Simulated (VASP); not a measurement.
# HfSiO4 (P-4m2) in VASP: a series of runs

The runs below take HfSiO4 through single point, with PBEsol, PBE.

Program: VASP 6.6.1. These are calculated values, not measurements. Logs are shortened: lines on timing, memory, paths and dates and some standing lists are left out, and cuts for length are marked.

## 1. The cell of the first run

It takes space group P-4m2 (No. 115, tetragonal). The conventional cell has a = 3.310 Å, b = 3.310 Å, c = 5.447 Å, α = 90.00°, β = 90.00°, γ = 90.00°. Hf (site symmetry -4m2) has 8 O at 1.94 to 2.58 Å within 2.6 Å. Si (site symmetry -4m2) has 8 O at 1.81 to 2.38 Å within 2.4 Å. O (site symmetry 2mm) has 2 Hf at 1.94 Å and 2 Si at 2.38 Å and 5 O at 2.46 to 2.54 Å within 2.6 Å. Within 2.6 Å of O (site symmetry 2mm) lie 2 Si at 1.81 Å and 5 O at 2.46 to 2.54 Å and 2 Hf at 2.58 Å.

## 2. Single point, PBEsol

Contents of INCAR:

```
PREC     = Accurate       # precision mode
ENCUT    = 520            # plane-wave cutoff, eV
EDIFF    = 1E-6           # SCF threshold, eV
ISMEAR   = -1             # smearing method
SIGMA    = 0.02           # smearing width, eV
LREAL    = F              # projectors in reciprocal space
LASPH    = T              # aspherical terms in the spheres
NELM     = 80             # most SCF steps
ALGO     = Normal         # electronic algorithm
ISIF     = 2              # what is computed and relaxed
LWAVE    = F              # write WAVECAR
LCHARG   = F              # write CHGCAR
GGA      = PS             # functional
NBANDS   = 28             # bands
```

Contents of KPOINTS:

```
regular mesh
0
Gamma
  8 8 4
```

Contents of POSCAR:

```
HfSiO4
1.0
    3.3102851075      0.0000000000      0.0000000000
    0.0000000000      3.3102851075      0.0000000000
    0.0000000000      0.0000000000      5.4474877124
Hf Si O
1 1 4
Direct
    0.5000000000      0.5000000000      0.5000000000
    0.0000000000      0.0000000000      0.0000000000
    0.5000000000      0.0000000000      0.6851552822
    0.0000000000      0.5000000000      0.8638841121
    0.0000000000      0.5000000000      0.3148447178
    0.5000000000      0.0000000000      0.1361158879
```

Potentials or basis: VASP PAW PBE potentials, release 64 (Hf_pv, Si, O).

Launch:

```sh
$ cat potpaw_PBE.64/Hf_pv/POTCAR potpaw_PBE.64/Si/POTCAR potpaw_PBE.64/O/POTCAR > POTCAR
$ mpirun -np 1 vasp_std > vasp.out
```

OUTCAR:

```text
PREC = Accurate
   ENCUT = 520
   EDIFF = 1E-6
   ISMEAR = -1
   LREAL = F
   LASPH = T
   NELM = 80
   ISIF = 2
   GGA = PS

 ion  position               nearest neighbor table
   1  0.500  0.500  0.500-   3 1.94   5 1.94   3 1.94   5 1.94   4 2.58   6 2.58   4 2.58   6 2.58

   2  0.000  0.000  0.000-   4 1.81   6 1.81   4 1.81   6 1.81   5 2.38   5 2.38   3 2.38   3 2.38

   3  0.500  0.000  0.685-   1 1.94   1 1.94   2 2.38   2 2.38
   4  0.000  0.500  0.864-   2 1.81   2 1.81   1 2.58   1 2.58
   5  0.000  0.500  0.315-   1 1.94   1 1.94   2 2.38   2 2.38
   6  0.500  0.000  0.136-   2 1.81   2 1.81   1 2.58   1 2.58

  LATTYP: Found a simple tetragonal cell.
 ALAT       =     3.3102851075
 C/A-ratio  =     1.6456249343

  Lattice vectors:

 A1 = (   3.3102851075,   0.0000000000,   0.0000000000)
 A2 = (   0.0000000000,   3.3102851075,   0.0000000000)
 A3 = (   0.0000000000,   0.0000000000,   5.4474877124)

Analysis of symmetry for initial positions (statically):
=====================================================================
 Subroutine PRICEL returns:
 Original cell was already a primitive cell.

 Routine SETGRP: Setting up the symmetry group for a
 simple tetragonal supercell.

 Subroutine GETGRP returns: Found  8 space group operations
 (whereof  8 operations were pure point group operations)
 out of a pool of 16 trial point group operations.

The static configuration has the point symmetry D_2d.

Analysis of symmetry for dynamics (positions and initial velocities):
=====================================================================
 Subroutine PRICEL returns:
 Original cell was already a primitive cell.

 Routine SETGRP: Setting up the symmetry group for a
 simple tetragonal supercell.

 Subroutine GETGRP returns: Found  8 space group operations
 (whereof  8 operations were pure point group operations)
 out of a pool of 16 trial point group operations.

The dynamic configuration has the point symmetry D_2d.

 Subroutine INISYM returns: Found  8 space group operations
 (whereof  8 operations are pure point group operations),
 and found     1 'primitive' translations

----------------------------------------------------------------------------------------

                                     Primitive cell

  volume of cell :      59.6935

  direct lattice vectors                    reciprocal lattice vectors
     3.310285107  0.000000000  0.000000000     0.302088783  0.000000000  0.000000000
     0.000000000  3.310285107  0.000000000     0.000000000  0.302088783  0.000000000
     0.000000000  0.000000000  5.447487712     0.000000000  0.000000000  0.183570859

  length of vectors
     3.310285107  3.310285107  5.447487712     0.302088783  0.302088783  0.183570859

  position of ions in fractional coordinates (direct lattice)
     0.500000000  0.500000000  0.500000000
     0.000000000  0.000000000  0.000000000
     0.500000000  0.000000000  0.685155282
     0.000000000  0.500000000  0.863884112
     0.000000000  0.500000000  0.314844718
     0.500000000  0.000000000  0.136115888

  ion indices of the primitive-cell ions
   primitive index   ion index
                 1           1
                 2           2
                 3           3
                 4           4
                 5           5
                 6           6

----------------------------------------------------------------------------------------

 KPOINTS: regular mesh

Automatic generation of k-mesh.
 Grid dimensions read from file:
 generate k-points for:    8    8    4

 Generating k-lattice:

  Cartesian coordinates                     Fractional coordinates (reciprocal lattice)
     0.037761098  0.000000000  0.000000000     0.125000000  0.000000000  0.000000000
     0.000000000  0.037761098  0.000000000     0.000000000  0.125000000  0.000000000
     0.000000000  0.000000000  0.045892715     0.000000000  0.000000000  0.250000000

  Length of vectors
     0.037761098  0.037761098  0.045892715

  Shift w.r.t. Gamma in fractional coordinates (k-lattice)
     0.000000000  0.000000000  0.000000000

 Subroutine IBZKPT returns following result:
 ===========================================

 Found     45 irreducible k-points:

 Following reciprocal coordinates:
            Coordinates               Weight
  0.000000  0.000000  0.000000      1.000000
  0.125000  0.000000  0.000000      4.000000
  0.250000  0.000000  0.000000      4.000000
  0.375000  0.000000  0.000000      4.000000
  0.500000  0.000000  0.000000      2.000000
  0.125000  0.125000  0.000000      4.000000
[... 16 lines left out ...]
  0.375000  0.125000  0.250000     16.000000
  0.500000  0.125000  0.250000      8.000000
 [... further k-points ...]
   k-points           NKPTS =     45   k-points in BZ     NKDIM =     45   number of bands    NBANDS=     28
   number of dos      NEDOS =    301   number of ions     NIONS =      6
   total plane-waves  NPLWV =  32928
   dimension x,y,z NGX =    28 NGY =   28 NGZ =   42
   dimension x,y,z NGXF=    56 NGYF=   56 NGZF=   84
   ions per type =               1   1   4
   NGX,Y,Z   is equivalent  to a cutoff of  14.06, 14.06, 12.82 a.u.
   NGXF,Y,Z  is equivalent  to a cutoff of  28.12, 28.12, 25.64 a.u.
 SYSTEM =  unknown system
   PREC   = accura    normal or accurate (medium, high low for compatibility)
   ISTART =      0    job   : 0-new  1-cont  2-samecut
   ICHARG =      2    charge: 1-file 2-atom 10-const
   ISPIN  =      1    spin polarized calculation?
   LNONCOLLINEAR =      F non collinear calculations
   LSORBIT =      F    spin-orbit coupling
   LASPH  =      T    aspherical Exc in radial PAW
   ENCUT  =  520.0 eV  38.22 Ry    6.18 a.u.   6.15  6.15 10.13*2*pi/ulx,y,z
   NELM   =     80;   NELMIN=  2; NELMDL= -5     # of ELM steps
   EDIFF  = 0.1E-05   stopping-criterion for ELM
   LREAL  =      F    real-space projection
   EDIFFG = 0.1E-04   stopping-criterion for IOM
   NSW    =      0    number of steps for IOM
   IBRION =     -1    ionic relax: 0-MD 1-quasi-New 2-CG
   NFREE  =      0    steps in history (QN), initial steepest desc. (CG)
   ISIF   =      2    stress and relaxation
   ISYM   =      2    0-nonsym 1-usesym 2-fastsym
   POTIM  = 0.5000    time-step for ionic-motion
   TEBEG  =    0.0;   TEEND  =   0.0 temperature during run
   PSTRESS=    0.0 pullay stress
   NELECT =      38.0000    total number of electrons
   NUPDOWN=      -1.0000    fix difference up-down
   EMIN   =  10.00;   EMAX   =-10.00  energy-range for DOS
   EFERMI =   0.00;   METHOD = LEGACY
   ISMEAR =    -1;   SIGMA  =   0.02  broadening in eV -4-tet -1-fermi 0-gaus
   EFERMI_NEDOS =   21; number of points for ismear=-14 and -15
   IALGO  =     38    algorithm
   IMIX   =      4    mixing-type and parameters
     AMIX     =   0.40;   BMIX     =  1.00
     AMIX_MAG =   1.60;   BMIX_MAG =  1.00
  volume/ion in A,a.u.               =       9.95        67.14
  Fermi-wavevector in a.u.,A,eV,Ry     =   1.408295  2.661292 26.984369  1.983295
  Thomas-Fermi vector in A             =   2.530467
   LORBIT       =      0    0 simple, 1 ext, 2 COOP (PROOUT), +10 PAW based schemes
   GGA     = PS    functional components
   LHFCALC =     F    Hartree Fock is set to
   AEXX    =    0.0000 exact exchange contribution
   IVDW    =     0    specifies the selected vdW correction
   LEPSILON=     F    determine dielectric tensor
   LRPA    =     F    only Hartree local field effects (RPA)
 non-spin polarized calculation
  energy-cutoff  :      520.00
  volume of cell :       59.69
 maximum number of plane-waves:      1632
 NGX is ok and might be reduce to    28
   NGX = 13   NGY = 13   NGZ = 21

 number of electron      38.0000011 magnetization

 Free energy of the ion-electron system (eV)
  ---------------------------------------------------
  ext. energy  EPLUGINS =         0.00000000
  ---------------------------------------------------
  free energy    TOTEN  =       -53.42063352 eV

  energy without entropy =      -53.42063352  energy(sigma->0) =      -53.42063352

 E-fermi :   5.0943     XC(G=0): -11.9639

 val. band max:        4.6216177154   @ k =   0.5000   0.5000   0.5000
 cond. band min:       6.8501918743   @ k =   0.0000   0.0000   0.0000
 fundamental gap:      2.2285741589
 Fermi energy:         5.0943086786

 k-point     1 :       0.0000    0.0000    0.0000
  band No.  band energies     occupation
      1     -24.2885      2.00000
      2     -23.9881      2.00000
      3     -23.9881      2.00000
      4     -14.8952      2.00000
      5     -12.5149      2.00000
      6     -11.8722      2.00000
[... 20 lines left out ...]
     27      15.0213      0.00000
     28      16.2864      0.00000

 k-point     2 :       0.1250    0.0000    0.0000
  band No.  band energies     occupation
      1     -24.2879      2.00000
      2     -24.0695      2.00000
      3     -23.9835      2.00000
      4     -14.7595      2.00000
      5     -12.5084      2.00000
      6     -11.8611      2.00000
[... 20 lines left out ...]
     27      14.9649      0.00000
     28      16.1610      0.00000

 k-point     3 :       0.2500    0.0000    0.0000
  band No.  band energies     occupation
      1     -24.3656      2.00000
      2     -24.1773      2.00000
      3     -23.9723      2.00000
      4     -14.3881      2.00000
      5     -12.5513      2.00000
      6     -11.9310      2.00000
[... 20 lines left out ...]
     27      14.5276      0.00000
     28      15.8895      0.00000

 k-point     4 :       0.3750    0.0000    0.0000
  band No.  band energies     occupation
      1     -24.5432      2.00000
      2     -24.1733      2.00000
      3     -23.9610      2.00000
      4     -13.8652      2.00000
      5     -12.8102      2.00000
      6     -11.9392      2.00000
[... 578 lines left out ...]
     27      14.9853      0.00000
     28      15.8905      0.00000

 k-point    23 :       0.3750    0.1250    0.2500
  band No.  band energies     occupation
      1     -24.5361      2.00000
      2     -24.1857      2.00000
      3     -24.0292      2.00000
      4     -13.7215      2.00000
      5     -12.7867      2.00000
      6     -12.0338      2.00000
[... 20 lines left out ...]
     27      14.9307      0.00000
     28      15.8877      0.00000

 k-point    24 :       0.5000    0.1250    0.2500
  band No.  band energies     occupation
      1     -24.6136      2.00000
      2     -24.1774      2.00000
      3     -24.0232      2.00000
      4     -13.3340      2.00000
      5     -13.0924      2.00000
      6     -11.9559      2.00000
[... 20 lines left out ...]
     27      14.8354      0.00000
     28      16.2388      0.00000

 [... further k-points ...]

------------------------ aborting loop because EDIFF is reached ----------------------------------------

  FORCE on cell =-STRESS in cart. coord.  units (eV):
  Direction    XX          YY          ZZ          XY          YZ          ZX
  --------------------------------------------------------------------------------------
  -------------------------------------------------------------------------------------
  Total       -0.3072388     -0.3072388     -0.6141214      0.0000000      0.0000000     -0.0000000
  in kB       -8.2463088     -8.2463088    -16.4830561      0.0000000      0.0000000     -0.0000000
  external PRESSURE =     -10.9918912 kB  Pullay stress =       0.0000000 kB

 VOLUME and BASIS-vectors are now :
 -----------------------------------------------------------------------------
  energy-cutoff  :      520.00
  volume of cell :       59.69
      direct lattice vectors                 reciprocal lattice vectors
     3.310285107  0.000000000  0.000000000     0.302088783  0.000000000  0.000000000
     0.000000000  3.310285107  0.000000000     0.000000000  0.302088783  0.000000000
     0.000000000  0.000000000  5.447487712     0.000000000  0.000000000  0.183570859

 POSITION                                       TOTAL-FORCE (eV/Angst)
 -----------------------------------------------------------------------------------
      1.65514      1.65514      2.72374        -0.000000      0.000000      0.000000
      0.00000      0.00000      0.00000        -0.000000     -0.000000      0.000000
      1.65514      0.00000      3.73237        -0.000000      0.000000     -0.110793
      0.00000      1.65514      4.70600         0.000000     -0.000000     -0.093638
      0.00000      1.65514      1.71511        -0.000000     -0.000000      0.110793
      1.65514      0.00000      0.74149        -0.000000     -0.000000      0.093638
 -----------------------------------------------------------------------------------
    total drift:                                0.000000      0.000000      0.000000

  FREE ENERGIE OF THE ION-ELECTRON SYSTEM (eV)
  ---------------------------------------------------
  free  energy   TOTEN  =       -53.4206335151 eV

  energy  without entropy=      -53.4206335151  energy(sigma->0) =      -53.42063352
```

It took 94 s on 1 thread of Intel Xeon Platinum 8259CL at 2.50GHz (Skylake/Cascade Lake), shared host; peak memory 0.22 GiB.

Results:

* Free energy: -53.4206 eV
* Pressure: -1.1 GPa
* Largest force: 0.111 eV/Å
* Band gap on the k mesh: 2.23 eV (least direct gap 2.37 eV)

Forces in eV/Å, atoms in the order of the input:
```
Hf   0.000  0.000  0.000
Si   0.000  0.000  0.000
O    0.000  0.000 -0.111
O    0.000  0.000 -0.094
O    0.000  0.000  0.111
O    0.000  0.000  0.094
```

Levels at points of the mesh, in eV from the valence-band top:
```tsv
k point	band 16	band 17	band 18	band 19	band 20	band 21	band 22	band 23
(0.00, 0.00, 0.00)	-1.70	-0.39	-0.14	-0.14	2.23	6.01	6.23	6.66
(0.50, 0.00, 0.00)	-1.59	-1.16	-0.85	-0.84	4.61	5.81	6.13	6.73
(0.50, 0.50, 0.00)	-0.94	-0.92	-0.92	-0.47	6.09	6.17	6.17	6.60
(0.00, 0.00, 0.50)	-2.35	-2.18	-0.10	-0.10	3.37	4.66	6.02	7.68
(0.50, 0.00, 0.50)	-1.78	-1.31	-1.09	-0.86	4.86	5.85	6.24	7.44
(0.50, 0.50, 0.50)	-1.28	-1.28	-1.22	0.00	5.96	6.53	6.53	6.60
```

Caveat: the PAW data sets were made with another functional, which shifts forces and pressure a little; spin-orbit coupling is left out, which moves the levels of the heavy elements.

(Part 1 of 2 ends here.)
